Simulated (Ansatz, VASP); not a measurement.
One calculation of HfO2, two programs

File INCAR:

```
PREC = Accurate ; ENCUT = 520
EDIFF = 1E-7 ; ISMEAR = 0
SIGMA = 0.05 ; LREAL = F
LASPH = T ; NELM = 60
ALGO = Normal ; ISIF = 2
LWAVE = F ; LCHARG = T
GGA = PE ; LELF = T
LVHAR = T ; NBANDS = 31
```

The input KPOINTS:

```
Automatic mesh
0
Gamma
  6 6 8
```

File POSCAR:

```
HfO2
1.0
    4.8812946518      0.0000000000      0.0000000000
    0.0000000000      4.8812946518      0.0000000000
    0.0000000000      0.0000000000      3.2380276120
Hf O
2 4
Direct
   -0.0499768723     -0.0499768723      0.0000000000
    0.5000000000      0.5000000000      0.5000000000
    0.1948368017      0.8051631983      0.5000000000
    0.3051631983      0.3051631983      0.0000000000
    0.6948368017      0.6948368017      0.0000000000
    0.8051631983      0.1948368017      0.5000000000
```

Input for Ansatz:

```yaml
crystal:
  lattice:
    - [4.8812946518, 0.0, 0.0]
    - [0.0, 4.8812946518, 0.0]
    - [0.0, 0.0, 3.238027612]
  atoms:
    - { symbol: Hf, position: [-0.0499768723, -0.0499768723, 0.0] }
    - { symbol: Hf, position: [0.5, 0.5, 0.5] }
    - { symbol: O, position: [0.1948368017, 0.8051631983, 0.5] }
    - { symbol: O, position: [0.3051631983, 0.3051631983, 0.0] }
    - { symbol: O, position: [0.6948368017, 0.6948368017, 0.0] }
    - { symbol: O, position: [0.8051631983, 0.1948368017, 0.5] }
basis:
  ecutwfc: 420
kpoints:
  mp_grid: { grid: [6, 6, 8] }
hamiltonian:
  xc: pbe
  pseudopotentials: { kind: paw, azcp: { folder: soft_1 } }
scf:
  occupations: { method: gaussian, width: 0.05 }
output:
  forces: true
  stress: true
  eigenvalues: true
```

Alike in both runs: task single point; functional PBE; k mesh 6 × 6 × 8; occupations gaussian, width 0.05 eV; no spin polarisation.

|  | VASP | Ansatz |
| --- | --- | --- |
| version | VASP 6.6.1 | Ansatz 0.2.0 |
| potentials or method | VASP PAW PBE potentials, release 64 (Hf_pv, O), cutoff 520 eV | scalar-relativistic, plane waves, PAW |
| valence electrons in the cell | 44 | 76 |

|  | VASP | Ansatz | Ansatz less VASP |
| --- | --- | --- | --- |
| gap on the k mesh at the Fermi level (eV) | 3.01 | 3.05 | +0.043 |
| least direct gap on the mesh (eV) | 3.01 | 3.05 | +0.043 |
| pressure (GPa) | 5.0 | 7.6 | +2.68 |
| traceless stress, the component that is largest in VASP (GPa) | 15.91 | 16.01 | +0.100 |
| rms of the force components (eV/Å) | 2.889 | 2.904 | +0.0151 |

Atom by atom the forces differ by 0.040 eV/Å (rms over components). With one functional, cell and mesh, what is left measures potentials, basis and numerics. VASP's potentials hold 44 valence electrons a cell and Ansatz's 76, so a difference there can come from the potentials and not from the codes.

Spin-orbit coupling is off throughout.
